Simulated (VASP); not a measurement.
Input of a VASP 6.6.1 run:

File POSCAR:

```
GaGe
1.0
    0.0000000000      2.8705153446      2.8705153446
    2.8705153446      0.0000000000      2.8705153446
    2.8705153446      2.8705153446      0.0000000000
Ge Ga
1 1
Direct
    0.0000000000      0.0000000000      0.0000000000
    0.2500000000      0.2500000000      0.2500000000
```

File INCAR.step1:

```
SYSTEM = GaGe
ALGO = Normal
EDIFF = 1E-5
ENCUT = 520
GGA = PE
ISIF = 2
ISMEAR = -1
LASPH = .TRUE.
LREAL = .FALSE.
LWAVE = .TRUE.
NBANDS = 20
NELM = 60
PREC = Accurate
SIGMA = 0.05
```

File INCAR.step2:

```
SYSTEM = GaGe
AEXX = 0.25
ALGO = Normal
EDIFF = 1E-6
ENCUT = 520
GGA = PE
HFSCREEN = 0.3
ISIF = 2
ISMEAR = -1
ISTART = 1
LASPH = .TRUE.
LCHARG = .TRUE.
LELF = .TRUE.
LHFCALC = .TRUE.
LREAL = .FALSE.
LVHAR = .TRUE.
LWAVE = .FALSE.
NBANDS = 20
NELM = 60
PREC = Accurate
PRECFOCK = Normal
SIGMA = 0.05
```

Contents of KPOINTS:

```
k-points
0
G
  4 4 4
  0 0 0
```

Potentials or basis: VASP PAW PBE potentials, release 64 (Ge_d, Ga_d).

Run with:

```bash
$ cat potpaw_PBE.64/Ge_d/POTCAR potpaw_PBE.64/Ga_d/POTCAR > POTCAR
$ cp INCAR.step1 INCAR
$ mpirun -np 1 vasp_std > vasp.out
$ cp INCAR.step2 INCAR
$ mpirun -np 1 vasp_std > vasp.out
```

(1) Predict the pressure.

(2) Predict the band gap on the k mesh.

Results:

(1) 0.1 GPa.

(2) zero (an odd number of electrons rules out a gap without spin polarisation).

Caveat: the k points lie up to 0.47 Å⁻¹ apart, too coarse for converged energies and pressures of a metal; the PAW data sets were made with another functional, which shifts forces and pressure a little.
